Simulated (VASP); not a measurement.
Here is a VASP 6.6.1 calculation.

The input INCAR:

```
SYSTEM = AlN
  ALGO = Normal
  EDIFF = 1E-6
  ENCUT = 520
  GGA = PS
  ISIF = 2
  ISMEAR = 0
  LASPH = .True.
  LCHARG = .False.
  LREAL = .False.
  LWAVE = .False.
  NBANDS = 11
  NELM = 60
  PREC = Accurate
  SIGMA = 0.02
```

KPOINTS

```
k-points
0
Gamma
  10 10 10
  0 0 0
```

The input POSCAR:

```
AlN
1.0
    0.0000000000      2.1031829825      2.1031829825
    2.1031829825      0.0000000000      2.1031829825
    2.1031829825      2.1031829825      0.0000000000
Al N
1 1
Direct
    0.5000000000      0.5000000000      0.5000000000
    0.0000000000      0.0000000000      0.0000000000
```

Potentials or basis: VASP PAW PBE potentials, release 64 (Al, N).

Run with:

```sh
$ cat potpaw_PBE.64/Al/POTCAR potpaw_PBE.64/N/POTCAR > POTCAR
$ mpirun -np 1 vasp_std > vasp.out
```

Q: What does it give for the pressure?

A: -24.4 GPa.

Q: Predict the band gap on the k mesh.

A: 3.48 eV, indirect (least direct gap 4.07 eV).

Caveat: the cell differs from its parent crystal (strained); the PAW data sets were made with another functional, which shifts forces and pressure a little. A k mesh can miss the band edges.
